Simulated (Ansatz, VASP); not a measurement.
## HfO2 in VASP and in Ansatz

```
Hf O
1.0
     3.57682    0.00000    0.00000
     0.00000    3.57682    0.00000
     0.00000    0.00000    5.20267
Hf O
2 4
Direct
  0.50000 0.49935 0.50000
  0.00000 0.00065 0.00000
  0.00000 0.50079 0.69616
  0.50000 0.99921 0.80384
  0.50000 0.02097 0.30384
  0.00000 0.47903 0.19616
```

Change from the starting cell: mode 17 (675.9 1/cm) frozen in, largest displacement +0.075 Å.

Alike in both runs: task single point; functional r2SCAN; k mesh 6 × 6 × 6; occupations gaussian, width 0.05 eV; no spin polarisation.

```csv
,VASP,Ansatz
version,VASP 6.6.1,Ansatz 0.2.0
potentials or method,"VASP PAW PBE potentials, release 64 (Hf_pv, O), cutoff 520 eV","scalar-relativistic, plane waves, PAW"
valence electrons in the cell,44,76
```

|  | VASP | Ansatz | Ansatz less VASP |
| --- | --- | --- | --- |
| gap on the k mesh at the Fermi level (eV) | 5.24 | 5.27 | +0.032 |
| least direct gap on the mesh (eV) | 5.31 | 5.34 | +0.025 |
| pressure (GPa) | -2.6 | 1.0 | +3.55 |
| traceless stress, the component that is largest in VASP (GPa) | 3.51 | 3.72 | +0.205 |
| rms of the force components (eV/Å) | 0.711 | 0.719 | +0.0084 |

VASP's potentials were made for PBE, not for r2SCAN. Atom by atom the forces differ by 0.033 eV/Å (rms over components). With one functional, cell and mesh, what is left measures potentials, basis and numerics. VASP's potentials hold 44 valence electrons a cell and Ansatz's 76, so a difference there can come from the potentials and not from the codes.

Neither program's run includes spin-orbit coupling.
